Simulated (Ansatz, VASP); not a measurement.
# One calculation of HPt2, two programs

```
Pt H
1.0
     2.97400    0.00000    0.00000
     0.00000    2.97400    0.00000
     0.00000    0.00000    3.09828
Pt H
2 1
Direct
  0.50000 0.00000 0.70541
  0.00000 0.50000 0.29459
  0.00000 0.00000 0.00000
```

Alike in both runs: task single point; functional PBEsol; k mesh 14 × 14 × 14; occupations gaussian, width 0.1 eV; no spin polarisation.

|  | VASP | Ansatz |
| --- | --- | --- |
| version | VASP 6.6.1 | Ansatz 0.2.0 |
| potentials or method | VASP PAW PBE potentials, release 64 (Pt, H), cutoff 520 eV | scalar-relativistic, plane waves, PAW |
| valence electrons in the cell | 21 | 37 |

|  | VASP | Ansatz | Ansatz less VASP |
| --- | --- | --- | --- |
| gap on the k mesh at the Fermi level (eV) | none | none | - |
| pressure (GPa) | 95.7 | 95.1 | -0.64 |
| traceless stress, the component that is largest in VASP (GPa) | -13.88 | -13.84 | +0.049 |
| rms of the force components (eV/Å) | 1.865 | 1.887 | +0.0222 |

VASP's potentials were made for PBE, not for PBEsol. Atom by atom the forces differ by 0.022 eV/Å (rms over components). A gap of «none» marks a metal or a gap that the smearing closes. Both programs put the cell under a high pressure, so it lies far from rest at this level. VASP's potentials hold 21 valence electrons a cell and Ansatz's 37, so a difference there can come from the potentials and not from the codes.

Neither program's run includes spin-orbit coupling. Noted on VASP's run: the cell as given lies far from equilibrium.
